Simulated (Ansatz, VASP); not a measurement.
# Two plane-wave programs on CoSi

```
CELL_PARAMETERS angstrom
2.80957 0.00000 0.00000
0.00000 2.80957 0.00000
0.00000 0.00000 2.72571
ATOMIC_POSITIONS crystal
Co 0.00000 0.00000 0.00000
Si 0.50000 0.50000 0.50000
```

Change from the starting cell: stretched by -2 % along [0.0, 0.0, 1.0] at fixed volume; spin-orbit coupling, moments along 001, PAW files.

Alike in both runs: task single point; functional PBE; k mesh 12 × 12 × 13; occupations fermi-dirac, width 0.1 eV; non-collinear spin, spin-orbit coupling.

|  | VASP | Ansatz |
| --- | --- | --- |
| version | VASP 6.6.1 | Ansatz 0.2.0 |
| potentials or method | VASP PAW PBE potentials, release 64 (Co, Si) | PAW with Ansatz's default frozen-core files, fully relativistic files with spin-orbit coupling |
| plane-wave cutoff (eV) | 520 | 420 |
| valence electrons in the cell | 13 | 21 |

```tsv
	VASP	Ansatz	Ansatz less VASP
net moment per atom (μB)	0.25	0.26	+0.010
```

The functional is the same, so the differences come from potentials, cutoffs and numerics. VASP's potentials hold 13 valence electrons a cell and Ansatz's 21, so a difference there can come from the potentials and not from the codes.
